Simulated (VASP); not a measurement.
# SiO2 (P4_32_12) in VASP: notebook, part 2 of 3

VASP 6.6.1. The steps go on from the part before.

### Step 3. Single point, PBEsol

The input, INCAR:

```
PREC = Accurate
ENCUT = 520
EDIFF = 1E-6
ISMEAR = 0
SIGMA = 0.02
LREAL = False
LASPH = True
NELM = 80
ALGO = Normal
ISIF = 2
LWAVE = False
LCHARG = False
GGA = PS
NBANDS = 44
```

The input, KPOINTS:

```
Automatic mesh
0
Gamma
  6 6 4
```

The input, POSCAR:

```
SiO2
1.0
    5.1786149089      0.0000000000      0.0000000000
    0.0000000000      5.1786149089      0.0000000000
    0.0000000000      0.0000000000      7.2159011653
Si O
4 8
Direct
    0.2193833521      0.2193833521      0.0000000000
    0.2806166479      0.7193833521      0.7500000000
    0.7193833521      0.2806166479      0.2500000000
    0.7806166479      0.7806166479      0.5000000000
    0.5658649435      0.7454126288      0.6606383855
    0.4341350565      0.2545873712      0.1606383855
    0.7454126288      0.5658649435      0.3393616145
    0.2454126288      0.9341350565      0.9106383855
    0.2545873712      0.4341350565      0.8393616145
    0.0658649435      0.7545873712      0.5893616145
    0.9341350565      0.2454126288      0.0893616145
    0.7545873712      0.0658649435      0.4106383855
```

Potentials or basis: VASP PAW PBE potentials, release 64 (Si, O).

Started as:

```console
$ cat potpaw_PBE.64/Si/POTCAR potpaw_PBE.64/O/POTCAR > POTCAR
$ mpirun -np 1 vasp_std > vasp.out
```

OUTCAR:

```text
PREC = Accurate
   ENCUT = 520
   EDIFF = 1E-6
   ISMEAR = 0
   LREAL = False
   LASPH = True
   NELM = 80
   ISIF = 2
   GGA = PS

 ion  position               nearest neighbor table
   1  0.219  0.219  0.000-   6 1.62   9 1.62   8 1.62  11 1.62
   2  0.281  0.719  0.750-   8 1.62  10 1.62   9 1.62   5 1.62
   3  0.719  0.281  0.250-  11 1.62  12 1.62   6 1.62   7 1.62
   4  0.781  0.781  0.500-   5 1.62   7 1.62  10 1.62  12 1.62
   5  0.566  0.745  0.661-   4 1.62   2 1.62
   6  0.434  0.255  0.161-   1 1.62   3 1.62
   7  0.745  0.566  0.339-   4 1.62   3 1.62
   8  0.245  0.934  0.911-   2 1.62   1 1.62
   9  0.255  0.434  0.839-   1 1.62   2 1.62
  10  0.066  0.755  0.589-   2 1.62   4 1.62
  11  0.934  0.245  0.089-   3 1.62   1 1.62
  12  0.755  0.066  0.411-   3 1.62   4 1.62

  LATTYP: Found a simple tetragonal cell.
 ALAT       =     5.1786149089
 C/A-ratio  =     1.3934036981

  Lattice vectors:

 A1 = (   5.1786149089,   0.0000000000,   0.0000000000)
 A2 = (   0.0000000000,   5.1786149089,   0.0000000000)
 A3 = (   0.0000000000,   0.0000000000,   7.2159011653)

Analysis of symmetry for initial positions (statically):
=====================================================================
 Subroutine PRICEL returns:
 Original cell was already a primitive cell.

 Routine SETGRP: Setting up the symmetry group for a
 simple tetragonal supercell.

 Subroutine GETGRP returns: Found  8 space group operations
 (whereof  2 operations were pure point group operations)
 out of a pool of 16 trial point group operations.

The static configuration has the point symmetry C_2 .
 The point group associated with its full space group is D_4 .

Analysis of symmetry for dynamics (positions and initial velocities):
=====================================================================
[... 159 lines left out ...]
   IVDW    =     0    specifies the selected vdW correction
   LEPSILON=     F    determine dielectric tensor
   LRPA    =     F    only Hartree local field effects (RPA)
 non-spin polarized calculation
 Gauss-broadening in eV      SIGMA  =   0.02
  energy-cutoff  :      520.00
  volume of cell :      193.52
 maximum number of plane-waves:      5255
 NGX is ok and might be reduce to    40
   NGX = 19   NGY = 19   NGZ = 27

 number of electron      64.0000000 magnetization

 Free energy of the ion-electron system (eV)
  ---------------------------------------------------
  ext. energy  EPLUGINS =         0.00000000
  ---------------------------------------------------
  free energy    TOTEN  =       -98.66939677 eV

  energy without entropy =      -98.66939677  energy(sigma->0) =      -98.66939677

 E-fermi :  -0.4868     XC(G=0):  -7.8712

 val. band max:       -0.6643444089   @ k =   0.0000   0.0000   0.0000
 cond. band min:       4.8174669400   @ k =   0.0000   0.0000   0.0000
 fundamental gap:      5.4818113489
 Fermi energy:        -0.4867631075

 k-point     1 :       0.0000    0.0000    0.0000
  band No.  band energies     occupation
      1     -19.9729      2.00000
      2     -19.1040      2.00000
      3     -19.1040      2.00000
      4     -17.9543      2.00000
      5     -17.9528      2.00000
      6     -17.9332      2.00000
[... 1117 lines left out ...]
     43      10.6218      0.00000
     44      10.6225      0.00000

 [... further k-points ...]

------------------------ aborting loop because EDIFF is reached ----------------------------------------

  FORCE on cell =-STRESS in cart. coord.  units (eV):
  Direction    XX          YY          ZZ          XY          YZ          ZX
  --------------------------------------------------------------------------------------
  -------------------------------------------------------------------------------------
  Total       -0.9179093     -0.9179093     -0.3067286      0.0000000      0.0000000      0.0000000
  in kB       -7.5996313     -7.5996313     -2.5394929      0.0000000      0.0000000      0.0000000
  external PRESSURE =      -5.9129185 kB  Pullay stress =       0.0000000 kB

 VOLUME and BASIS-vectors are now :
 -----------------------------------------------------------------------------
  energy-cutoff  :      520.00
  volume of cell :      193.52
      direct lattice vectors                 reciprocal lattice vectors
     5.178614909  0.000000000  0.000000000     0.193101827  0.000000000  0.000000000
     0.000000000  5.178614909  0.000000000     0.000000000  0.193101827  0.000000000
     0.000000000  0.000000000  7.215901165     0.000000000  0.000000000  0.138582829

 POSITION                                       TOTAL-FORCE (eV/Angst)
 -----------------------------------------------------------------------------------
      1.13610      1.13610      0.00000        -0.013646     -0.013646      0.000000
      1.45321      3.72541      5.41193         0.013646     -0.013646      0.000000
      3.72541      1.45321      1.80398        -0.013646      0.013646      0.000000
      4.04251      4.04251      3.60795         0.013646      0.013646      0.000000
      2.93040      3.86020      4.76710         0.011647      0.001576      0.004204
      2.24822      1.31841      1.15915        -0.011647     -0.001576      0.004204
      3.86020      2.93040      2.44880         0.001576      0.011647     -0.004204
      1.27090      4.83753      6.57108         0.001576     -0.011647      0.004204
      1.31841      2.24822      6.05675        -0.001576     -0.011647     -0.004204
      0.34109      3.90772      4.25278         0.011647     -0.001576     -0.004204
      4.83753      1.27090      0.64482        -0.011647      0.001576     -0.004204
      3.90772      0.34109      2.96313        -0.001576      0.011647      0.004204
 -----------------------------------------------------------------------------------
    total drift:                               -0.000000      0.000000      0.000000

  FREE ENERGIE OF THE ION-ELECTRON SYSTEM (eV)
  ---------------------------------------------------
  free  energy   TOTEN  =       -98.6693967746 eV

  energy  without entropy=      -98.6693967746  energy(sigma->0) =      -98.66939677
```

stdout:

```text
POSCAR found type information on POSCAR SiO
 POSCAR found :  2 types and      12 ions
 scaLAPACK will be used
 -----------------------------------------------------------------------------
|                                                                             |
|                                                                             |
|     You enforced a specific xc type in the INCAR file but a different       |
|     I HOPE YOU KNOW WHAT YOU ARE DOING!                                     |
|                                                                             |
 -----------------------------------------------------------------------------

 LDA part: xc-table for (Slater+PW92), standard interpolation
 POSCAR, INCAR and KPOINTS ok, starting setup
 FFT: planning ... GRIDC
 FFT: planning ... GRID_SOFT
 FFT: planning ... GRID
 WAVECAR not read
 entering main loop
```

Run time: 2.9 min. Hardware: 1 thread of Intel Xeon Platinum 8488C (Sapphire Rapids), shared host; peak memory 0.37 GiB.

Results:

| Item | Value |
| --- | --- |
| Free energy | -98.6694 eV |
| Pressure | -0.6 GPa |
| Largest force | 0.019 eV/Å |
| Band gap on the k mesh | 5.48 eV |

Forces on the atoms (eV/Å):
```
Si  -0.014 -0.014  0.000
Si   0.014 -0.014  0.000
Si  -0.014  0.014  0.000
Si   0.014  0.014  0.000
O    0.012  0.002  0.004
O   -0.012 -0.002  0.004
O    0.002  0.012 -0.004
O    0.002 -0.012  0.004
O   -0.002 -0.012 -0.004
O    0.012 -0.002 -0.004
O   -0.012  0.002 -0.004
O   -0.002  0.012  0.004
```

Stress tensor (GPa, compression positive):
```
-0.76  0.00  0.00
 0.00 -0.76  0.00
 0.00  0.00 -0.25
```

Levels at points of the mesh, in eV from the valence-band top:
```csv
k point,band 28,band 29,band 30,band 31,band 32,band 33,band 34,band 35,band 36,band 37
"(0.00, 0.00, 0.00)",-0.97,-0.70,-0.15,-0.15,0.00,5.48,8.52,8.52,8.62,8.62
"(0.50, 0.00, 0.00)",-1.09,-0.69,-0.69,-0.38,-0.38,7.37,7.37,8.98,8.98,9.10
"(0.50, 0.50, 0.00)",-1.39,-0.63,-0.63,-0.61,-0.61,8.40,8.40,8.46,8.46,9.93
"(0.00, 0.00, 0.50)",-0.60,-0.46,-0.46,-0.43,-0.43,6.60,6.60,8.95,8.95,9.33
"(0.50, 0.00, 0.50)",-1.00,-0.96,-0.96,-0.10,-0.10,7.59,7.59,8.47,8.47,8.78
"(0.50, 0.50, 0.50)",-1.40,-0.73,-0.73,-0.73,-0.73,8.94,8.94,8.94,8.94,9.33
```

Caveat: the PAW data sets were made with another functional, which shifts forces and pressure a little.

### Step 4. Single point, PBEsol (biaxial strain in the a-b plane: +3.0 %)

The input, INCAR:

```
SYSTEM = SiO2
PREC = Accurate
ENCUT = 520
EDIFF = 1E-6
ISMEAR = 0
SIGMA = 0.02
LREAL = .False.
LASPH = .True.
NELM = 80
ALGO = Normal
ISIF = 2
LWAVE = .False.
LCHARG = .False.
GGA = PS
NBANDS = 44
```

The input, KPOINTS:

```
regular mesh
0
Gamma
  6 6 4
  0 0 0
```

The input, POSCAR:

```
SiO2
1.0
    5.1786149089      0.0000000000      0.0000000000
    0.0000000000      5.1786149089      0.0000000000
    0.0000000000      0.0000000000      6.8796261595
Si O
4 8
Direct
    0.2084900350      0.2084900350      0.0000000000
    0.2915099650      0.7084900350      0.7500000000
    0.7084900350      0.2915099650      0.2500000000
    0.7915099650      0.7915099650      0.5000000000
    0.5880820227      0.7419582626      0.6722882753
    0.4119179773      0.2580417374      0.1722882753
    0.7419582626      0.5880820227      0.3277117247
    0.2419582626      0.9119179773      0.9222882753
    0.2580417374      0.4119179773      0.8277117247
    0.0880820227      0.7580417374      0.5777117247
    0.9119179773      0.2419582626      0.0777117247
    0.7580417374      0.0880820227      0.4222882753
```

Potentials or basis: VASP PAW PBE potentials, release 64 (Si, O).

Started as:

```console
$ cat potpaw_PBE.64/Si/POTCAR potpaw_PBE.64/O/POTCAR > POTCAR
$ mpirun -np 1 vasp_std > vasp.out
```

OUTCAR:

```text
SYSTEM = SiO2
   PREC = Accurate
   ENCUT = 520
   EDIFF = 1E-6
   ISMEAR = 0
   LREAL = .False.
   LASPH = .True.
   NELM = 80
   ISIF = 2
   GGA = PS

 ion  position               nearest neighbor table
   1  0.208  0.208  0.000-   6 1.61   9 1.61   8 1.64  11 1.64   2 3.14   3 3.14   2 3.14   3 3.14

   2  0.292  0.708  0.750-   8 1.61  10 1.61   9 1.64   5 1.64   1 3.14   4 3.14   1 3.14   4 3.14

   3  0.708  0.292  0.250-  11 1.61  12 1.61   6 1.64   7 1.64   1 3.14   4 3.14   4 3.14   1 3.14

   4  0.792  0.792  0.500-   5 1.61   7 1.61  10 1.64  12 1.64   2 3.14   3 3.14   3 3.14   2 3.14

   5  0.588  0.742  0.672-   4 1.61   2 1.64
   6  0.412  0.258  0.172-   1 1.61   3 1.64
   7  0.742  0.588  0.328-   4 1.61   3 1.64
   8  0.242  0.912  0.922-   2 1.61   1 1.64
   9  0.258  0.412  0.828-   1 1.61   2 1.64
  10  0.088  0.758  0.578-   2 1.61   4 1.64
  11  0.912  0.242  0.078-   3 1.61   1 1.64
  12  0.758  0.088  0.422-   3 1.61   4 1.64

  LATTYP: Found a simple tetragonal cell.
 ALAT       =     5.1786149089
 C/A-ratio  =     1.3284683802

[... 1335 lines left out ...]
     43      10.7481      0.00000
     44      10.7485      0.00000

 [... further k-points ...]

------------------------ aborting loop because EDIFF is reached ----------------------------------------

  FORCE on cell =-STRESS in cart. coord.  units (eV):
  Direction    XX          YY          ZZ          XY          YZ          ZX
  --------------------------------------------------------------------------------------
  -------------------------------------------------------------------------------------
  Total       -3.1997999     -3.1997999      3.7520047      0.0000000      0.0000000     -0.0000000
  in kB      -27.7869790    -27.7869790     32.5823110      0.0000000      0.0000000     -0.0000000
  external PRESSURE =      -7.6638823 kB  Pullay stress =       0.0000000 kB

 VOLUME and BASIS-vectors are now :
 -----------------------------------------------------------------------------
  energy-cutoff  :      520.00
  volume of cell :      184.50
      direct lattice vectors                 reciprocal lattice vectors
     5.178614909  0.000000000  0.000000000     0.193101827  0.000000000  0.000000000
     0.000000000  5.178614909  0.000000000     0.000000000  0.193101827  0.000000000
     0.000000000  0.000000000  6.879626159     0.000000000  0.000000000  0.145356735

 POSITION                                       TOTAL-FORCE (eV/Angst)
 -----------------------------------------------------------------------------------
      1.07969      1.07969      0.00000        -0.517607     -0.517607      0.000000
      1.50962      3.66900      5.15972         0.517607     -0.517607      0.000000
      3.66900      1.50962      1.71991        -0.517607      0.517607      0.000000
      4.09893      4.09893      3.43981         0.517607      0.517607      0.000000
      3.04545      3.84232      4.62509        -0.624740     -0.105204      0.494774
      2.13316      1.33630      1.18528         0.624740      0.105204      0.494774
      3.84232      3.04545      2.25453        -0.105204     -0.624740     -0.494774
      1.25301      4.72247      6.34500        -0.105204      0.624740      0.494774
      1.33630      2.13316      5.69435         0.105204      0.624740     -0.494774
      0.45614      3.92561      3.97444        -0.624740      0.105204     -0.494774
      4.72247      1.25301      0.53463         0.624740     -0.105204     -0.494774
      3.92561      0.45614      2.90519         0.105204     -0.624740      0.494774
 -----------------------------------------------------------------------------------
    total drift:                                0.000000     -0.000000      0.000000

  FREE ENERGIE OF THE ION-ELECTRON SYSTEM (eV)
  ---------------------------------------------------
  free  energy   TOTEN  =       -98.5913017792 eV

  energy  without entropy=      -98.5913017792  energy(sigma->0) =      -98.59130178
```

OSZICAR:

```text
N       E                     dE             d eps       ncg     rms          rms(c)
DAV:   1     0.408633110108E+03    0.40863E+03   -0.32375E+04  2640   0.131E+03
DAV:   2    -0.769101764015E+02   -0.48554E+03   -0.46954E+03  3404   0.306E+02
DAV:   3    -0.110169981267E+03   -0.33260E+02   -0.33102E+02  3232   0.862E+01
DAV:   4    -0.110623879961E+03   -0.45390E+00   -0.45304E+00  3288   0.111E+01
DAV:   5    -0.110632430087E+03   -0.85501E-02   -0.85435E-02  3224   0.147E+00    0.285E+01
DAV:   6    -0.987141381488E+02    0.11918E+02   -0.45877E+01  3108   0.307E+01    0.138E+01
DAV:   7    -0.986190838060E+02    0.95054E-01   -0.12668E+00  3084   0.471E+00    0.506E+00
DAV:   8    -0.985765513729E+02    0.42532E-01   -0.65219E-02  3240   0.161E+00    0.184E+00
DAV:   9    -0.985861163520E+02   -0.95650E-02   -0.31705E-02  2872   0.107E+00    0.387E-01
DAV:  10    -0.985911524827E+02   -0.50361E-02   -0.68931E-03  3032   0.367E-01    0.128E-01
DAV:  11    -0.985912511364E+02   -0.98654E-04   -0.18538E-03  3184   0.217E-01    0.349E-02
DAV:  12    -0.985912848038E+02   -0.33667E-04   -0.62752E-05  2992   0.401E-02    0.286E-02
DAV:  13    -0.985912997222E+02   -0.14918E-04   -0.32103E-05  3024   0.267E-02    0.539E-03
DAV:  14    -0.985913016982E+02   -0.19760E-05   -0.15369E-06  2416   0.626E-03    0.139E-03
DAV:  15    -0.985913017792E+02   -0.81011E-07   -0.17531E-07  2148   0.221E-03
   1 F= -.98591302E+02 E0= -.98591302E+02  d E =-.556689E-13
```

stdout:

```text
POSCAR found type information on POSCAR SiO
 POSCAR found :  2 types and      12 ions
 scaLAPACK will be used
 -----------------------------------------------------------------------------
|                                                                             |
|                                                                             |
|     You enforced a specific xc type in the INCAR file but a different       |
|     I HOPE YOU KNOW WHAT YOU ARE DOING!                                     |
|                                                                             |
 -----------------------------------------------------------------------------

 LDA part: xc-table for (Slater+PW92), standard interpolation
 POSCAR, INCAR and KPOINTS ok, starting setup
 FFT: planning ... GRIDC
 FFT: planning ... GRID_SOFT
 FFT: planning ... GRID
 WAVECAR not read
 entering main loop
```

Wall time 3 min (1 thread of Intel Xeon Platinum 8259CL at 2.50GHz (Skylake/Cascade Lake), shared host); peak memory 0.37 GiB.

What came out:

```
Free energy            : -98.5913 eV
Pressure               : -0.8 GPa
Largest force          : 0.804 eV/Å
Band gap on the k mesh : 5.43 eV
```

Forces on the atoms (eV/Å):
```
Si  -0.518 -0.518  0.000
Si   0.518 -0.518  0.000
Si  -0.518  0.518  0.000
Si   0.518  0.518  0.000
O   -0.625 -0.105  0.495
O    0.625  0.105  0.495
O   -0.105 -0.625 -0.495
O   -0.105  0.625  0.495
O    0.105  0.625 -0.495
O   -0.625  0.105 -0.495
O    0.625 -0.105 -0.495
O    0.105 -0.625  0.495
```

Caveat: the cell differs from its parent crystal (biaxial strain in the a-b plane: +3.0 %); the stress differs along the axes, from -3 to 3 GPa; the PAW data sets were made with another functional, which shifts forces and pressure a little. A k mesh can miss the band edges.

(Continued in part 3 of 3.)
